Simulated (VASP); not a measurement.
# Cu (Cmcm) in VASP: further runs, part 2 of 2

VASP 6.6.1.

## Step 3: Single point, PBEsol

This run uses another cell than the first one, of 10.61 Å³/atom.

Input file INCAR:

```
PREC = Accurate
ENCUT = 600
EDIFF = 1E-6
ISMEAR = 0
SIGMA = 0.15
LREAL = F
LASPH = T
NELM = 120
ALGO = Normal
ISIF = 2
LWAVE = F
LCHARG = T
GGA = PS
LELF = T
LVHAR = T
NBANDS = 18
GGA_COMPAT = F
```

Input file KPOINTS:

```
regular mesh
0
Gamma
  20 20 20
```

Input file POSCAR:

```
Cu
1.0
    1.1697251424     -3.8173228900      0.0000000000
    1.1697251424      3.8173228900      0.0000000000
    0.0000000000      0.0000000000      2.3764757026
Cu
2
Direct
    0.1338666500      0.8661333500      0.2500000000
    0.8661333500      0.1338666500      0.7500000000
```

Potentials or basis: VASP PAW PBE potentials, release 64 (Cu).

Started as:

```sh
$ cat potpaw_PBE.64/Cu/POTCAR > POTCAR
$ mpirun -np 1 vasp_std > vasp.out
```

OUTCAR:

```text
PREC = Accurate
   ENCUT = 600
   EDIFF = 1E-6
   ISMEAR = 0
   LREAL = F
   LASPH = T
   NELM = 120
   ISIF = 2
   GGA = PS

 ion  position               nearest neighbor table
   1  0.134  0.866  0.250-   2 2.36   2 2.36   2 2.43   2 2.43   2 2.43   2 2.43
   2  0.866  0.134  0.750-   1 2.36   1 2.36   1 2.43   1 2.43   1 2.43   1 2.43

  LATTYP: Found a base centered orthorhombic cell.
 ALAT       =     2.3394502848
 B/A-ratio  =     3.2634357864
 C/A-ratio  =     1.0158265461

  Lattice vectors:

 A1 = (   1.1697251424,  -3.8173228900,   0.0000000000)
 A2 = (   1.1697251424,   3.8173228900,   0.0000000000)
 A3 = (   0.0000000000,   0.0000000000,   2.3764757026)

Analysis of symmetry for initial positions (statically):
=====================================================================
 Subroutine PRICEL returns:
 Original cell was already a primitive cell.

 Routine SETGRP: Setting up the symmetry group for a
 base centered orthorhombic supercell.

 Subroutine GETGRP returns: Found  8 space group operations
 (whereof  4 operations were pure point group operations)
 out of a pool of  8 trial point group operations.

The static configuration has the point symmetry C_2h.
 The point group associated with its full space group is D_2h.

Analysis of symmetry for dynamics (positions and initial velocities):
=====================================================================
 Subroutine PRICEL returns:
 Original cell was already a primitive cell.

 Routine SETGRP: Setting up the symmetry group for a
 base centered orthorhombic supercell.

 Subroutine GETGRP returns: Found  8 space group operations
 (whereof  4 operations were pure point group operations)
 out of a pool of  8 trial point group operations.

The dynamic configuration has the point symmetry C_2h.
 The point group associated with its full space group is D_2h.

[... 113 lines left out ...]
   ISMEAR =     0;   SIGMA  =   0.15  broadening in eV -4-tet -1-fermi 0-gaus
   EFERMI_NEDOS =   21; number of points for ismear=-14 and -15
   IALGO  =     38    algorithm
   IMIX   =      4    mixing-type and parameters
     AMIX     =   0.40;   BMIX     =  1.00
     AMIX_MAG =   1.60;   BMIX_MAG =  1.00
  volume/ion in A,a.u.               =      10.61        71.61
  Fermi-wavevector in a.u.,A,eV,Ry     =   1.656839  3.130972 37.349572  2.745116
  Thomas-Fermi vector in A             =   2.744695
   LORBIT       =      0    0 simple, 1 ext, 2 COOP (PROOUT), +10 PAW based schemes
   GGA     = PS    functional components
   LHFCALC =     F    Hartree Fock is set to
   AEXX    =    0.0000 exact exchange contribution
   IVDW    =     0    specifies the selected vdW correction
   LEPSILON=     F    determine dielectric tensor
   LRPA    =     F    only Hartree local field effects (RPA)
 non-spin polarized calculation
 Gauss-broadening in eV      SIGMA  =   0.15
  energy-cutoff  :      600.00
  volume of cell :       21.22
 maximum number of plane-waves:       723
   NGX = 15   NGY = 15   NGZ =  9

 number of electron      21.9999986 magnetization

 Free energy of the ion-electron system (eV)
  ---------------------------------------------------
  ext. energy  EPLUGINS =         0.00000000
  ---------------------------------------------------
  free energy    TOTEN  =        -8.13305086 eV

  energy without entropy =       -8.12698686  energy(sigma->0) =       -8.13001886

 E-fermi :   8.8013     XC(G=0): -13.5097

 val. band max:        8.8003742358   @ k =  -0.4500   0.1500   0.0000
 cond. band min:       8.8017216259   @ k =  -0.3500   0.3500   0.4500
 fundamental gap:      0.0013473901
 Fermi energy:         8.8012741080

 k-point     1 :       0.0000    0.0000    0.0000
  band No.  band energies     occupation
      1      -1.4328      2.00000
      2       3.0759      2.00000
      3       3.9641      2.00000
      4       4.5405      2.00000
      5       5.3865      2.00000
      6       5.7044      2.00000
[... 481 lines left out ...]
      5       5.3885      2.00000
      6       5.6679      2.00000
[... 10 lines left out ...]
     17      31.2686      0.00000
     18      31.7409      0.00000

 [... further k-points ...]

------------------------ aborting loop because EDIFF is reached ----------------------------------------

  FORCE on cell =-STRESS in cart. coord.  units (eV):
  Direction    XX          YY          ZZ          XY          YZ          ZX
  --------------------------------------------------------------------------------------
  -------------------------------------------------------------------------------------
  Total        2.9370690      3.1848027      3.2179155      0.0000000      0.0000000      0.0000000
  in kB      221.7270292    240.4290950    242.9288668      0.0000000      0.0000000      0.0000000
  external PRESSURE =     235.0283303 kB  Pullay stress =       0.0000000 kB

 VOLUME and BASIS-vectors are now :
 -----------------------------------------------------------------------------
  energy-cutoff  :      600.00
  volume of cell :       21.22
      direct lattice vectors                 reciprocal lattice vectors
     1.169725142 -3.817322890  0.000000000     0.427450845 -0.130981846  0.000000000
     1.169725142  3.817322890  0.000000000     0.427450845  0.130981846  0.000000000
     0.000000000  0.000000000  2.376475703     0.000000000  0.000000000  0.420791174

 POSITION                                       TOTAL-FORCE (eV/Angst)
 -----------------------------------------------------------------------------------
      1.16973      2.79530      0.59412         0.000000      0.188923     -0.000000
      1.16973     -2.79530      1.78236         0.000000     -0.188923      0.000000
 -----------------------------------------------------------------------------------
    total drift:                                0.000000      0.000000      0.000000

  FREE ENERGIE OF THE ION-ELECTRON SYSTEM (eV)
  ---------------------------------------------------
  free  energy   TOTEN  =        -8.1330508550 eV

  energy  without entropy=       -8.1269868555  energy(sigma->0) =       -8.13001886
```

stdout:

```text
POSCAR found type information on POSCAR Cu
 POSCAR found :  1 types and       2 ions
 scaLAPACK will be used
 -----------------------------------------------------------------------------
|                                                                             |
|                                                                             |
|     You enforced a specific xc type in the INCAR file but a different       |
|     I HOPE YOU KNOW WHAT YOU ARE DOING!                                     |
|                                                                             |
 -----------------------------------------------------------------------------

 LDA part: xc-table for (Slater+PW92), standard interpolation
 POSCAR, INCAR and KPOINTS ok, starting setup
 FFT: planning ... GRIDC
 FFT: planning ... GRID_SOFT
 FFT: planning ... GRID
 WAVECAR not read
 entering main loop
```

Run time: 13 min. Hardware: 1 thread of Oxide Virtual Turin-like, shared host; peak memory 0.51 GiB.

What came out:

| Property | Result |
| --- | --- |
| Free energy | -8.1331 eV |
| Pressure | 23.5 GPa |
| Largest force | 0.189 eV/Å |
| Band gap on the k mesh | zero (bands 11 and 12 overlap by 5.96 eV) |

Forces in eV/Å, atoms in the order of the input:
```
Cu   0.000  0.189  0.000
Cu   0.000 -0.189  0.000
```

Levels at points of the mesh, in eV from the Fermi level:
| k point | band 9 | band 10 | band 11 | band 12 | band 13 | band 14 |
| --- | --- | --- | --- | --- | --- | --- |
| (0.00, 0.00, 0.00) | -1.97 | -1.80 | -1.51 | -0.34 | 5.52 | 15.84 |
| (0.50, 0.00, 0.00) | -2.32 | -1.76 | -0.50 | 1.51 | 2.70 | 7.69 |
| (0.50, 0.50, 0.00) | -2.53 | -2.08 | -1.69 | -1.60 | 14.69 | 16.50 |
| (0.00, 0.00, 0.50) | -1.83 | -1.83 | 0.07 | 0.07 | 8.86 | 8.86 |
| (0.50, 0.00, 0.50) | -1.30 | -1.30 | 3.91 | 3.91 | 8.15 | 8.15 |
| (0.50, 0.50, 0.50) | -1.68 | -1.68 | -1.29 | -1.29 | 4.32 | 4.32 |

Caveat: the cell stands under pressure; the PAW data sets were made with another functional, which shifts forces and pressure a little.

## Step 4: Single point, PBEsol+D3(BJ)

This run uses another cell than the first one, of 12.45 Å³/atom.

Input file INCAR:

```
SYSTEM = Cu
ALGO = Normal ; EDIFF = 1E-6
ENCUT = 600 ; GGA = PS
GGA_COMPAT = .FALSE. ; ISIF = 2
ISMEAR = 0 ; IVDW = 12
LASPH = .TRUE. ; LCHARG = .FALSE.
LREAL = .FALSE. ; LWAVE = .FALSE.
NBANDS = 18 ; NELM = 120
PREC = Accurate ; SIGMA = 0.15
```

Input file KPOINTS:

```
k-points
0
G
  20 20 20
  0 0 0
```

Input file POSCAR:

```
Cu
1.0
    1.2672022376     -4.1354331308      0.0000000000
    1.2672022376      4.1354331308      0.0000000000
    0.0000000000      0.0000000000      2.3764757026
Cu
2
Direct
    0.1338666500      0.8661333500      0.2500000000
    0.8661333500      0.1338666500      0.7500000000
```

Started as:

```sh
$ cat potpaw_PBE.64/Cu/POTCAR > POTCAR
$ mpirun -np 1 vasp_std > vasp.out
```

It took 18 min on 1 thread of Oxide Virtual Turin-like, shared host; peak memory 0.6 GiB.

It converged, with:

```
Free energy                : -9.2149 eV
Pressure                   : -10.8 GPa
Largest force              : 0.072 eV/Å
Band gap on the k mesh     : zero (bands 11 and 12 overlap by 5.67 eV)
Dispersion energy per atom : -0.496 eV
```

Forces in eV/Å, atoms in the order of the input:
```
Cu   0.000 -0.072  0.000
Cu   0.000  0.072  0.000
```

Stress tensor (GPa, compression positive):
```
-18.03   0.00   0.00
  0.00 -14.51   0.00
  0.00   0.00   0.17
```

Levels at points of the mesh, in eV from the Fermi level:
```
           k point  band 9  band 10  band 11  band 12  band 13  band 14
(0.00, 0.00, 0.00)   -1.70    -1.59    -1.41    -0.40     4.03    16.46
(0.50, 0.00, 0.00)   -1.91    -1.57    -0.67     0.82     1.93     5.97
(0.50, 0.50, 0.00)   -2.03    -1.77    -1.53    -1.52    12.22    13.87
(0.00, 0.00, 0.50)   -1.76    -1.76     0.48     0.48     8.24     8.24
(0.50, 0.00, 0.50)   -1.18    -1.18     3.88     3.88     7.53     7.53
(0.50, 0.50, 0.50)   -1.42    -1.42    -0.44    -0.44     4.20     4.20
```

Caveat: the stress differs along the axes, from -18 to 0 GPa; the PAW data sets were made with another functional, which shifts forces and pressure a little.

## Step 5: Overview

| level | cell | gap on the mesh (eV) | pressure (GPa) | largest force (eV/Å) |
| --- | --- | --- | --- | --- |
| PBEsol | a = 3.826, b = 3.826, c = 2.475 Å, angles 90.0, 90.0, 145.9°, 2 atoms | none | 37.4 | 0.32 |
| PBEsol | a = 3.993, b = 3.993, c = 2.376 Å, angles 90.0, 90.0, 145.9°, 2 atoms | none | 23.5 | 0.19 |
| PBEsol+D3(BJ) | a = 4.325, b = 4.325, c = 2.376 Å, angles 90.0, 90.0, 145.9°, 2 atoms | none | -10.8 | 0.07 |

Alike in all rows: task single point; potentials or basis VASP PAW PBE potentials, release 64 (Cu); no spin polarisation; k mesh 20 × 20 × 20; cutoff (eV) 600; smearing gaussian 0.15 eV.

Caveats: the PAW data sets were made with another functional, which shifts forces and pressure a little; the stress differs along the axes, from 22 to 51 GPa (at least some runs); the cell stands under pressure (at least some runs); the stress differs along the axes, from -18 to 0 GPa (at least some runs).

Absolute energies hang on the potentials; compare differences alone.
